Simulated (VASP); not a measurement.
# Fe: single point with PBE+U

Crystal: Fe.

```
CELL_PARAMETERS angstrom
-1.43040 1.43040 1.43040
1.43040 -1.43040 1.43040
1.43040 1.43040 -1.43040
ATOMIC_POSITIONS crystal
Fe 0.00000 0.00000 0.00000
```

| Item | Value |
| --- | --- |
| Program | VASP 6.6.1 |
| Task | single point |
| Functional | PBE |
| Potentials or basis | VASP PAW PBE potentials, release 64 (Fe_sv) |
| Cutoff | 690 eV |
| k mesh | 12 × 12 × 12 |
| Occupations | fermi-dirac, width 0.05 eV |
| Spin | collinear spin, ferromagnetic start |
| Starting moments | [4.29] μB |
| Fixed moment | 4.29 μB |
| Hubbard terms | Fe d U = 5.3 eV |
| Dipole correction | no |
| Further INCAR settings | ALGO = Normal; EDIFF = 1e-06; NBANDS = 18 |

```
Pressure                                              : 83.5 GPa
Net moment                                            : 4.29 μB per cell
Site moments                                          : Fe +3.90 μB
Valence electrons inside the program's atomic spheres : Fe 13.60
```

Eigenvalues of the final occupation matrices:
```tsv
site	spin	trace	eigenvalues
site 1 d	1	4.55	0.91 0.91 0.91 0.92 0.92
site 1 d	2	0.74	0.12 0.12 0.12 0.18 0.18
```

Run time: 40 s on 1 thread of AMD EPYC 7R13 Processor (Zen 3), on a shared host, peak memory 0.14 GiB.

Caveat: the cell stands under pressure; the total moment is fixed, so each spin has its own Fermi level and the state may be an excited one; the U is typed as a test and isn't derived for this compound. The state reached can hang on the start; a lower one may exist.
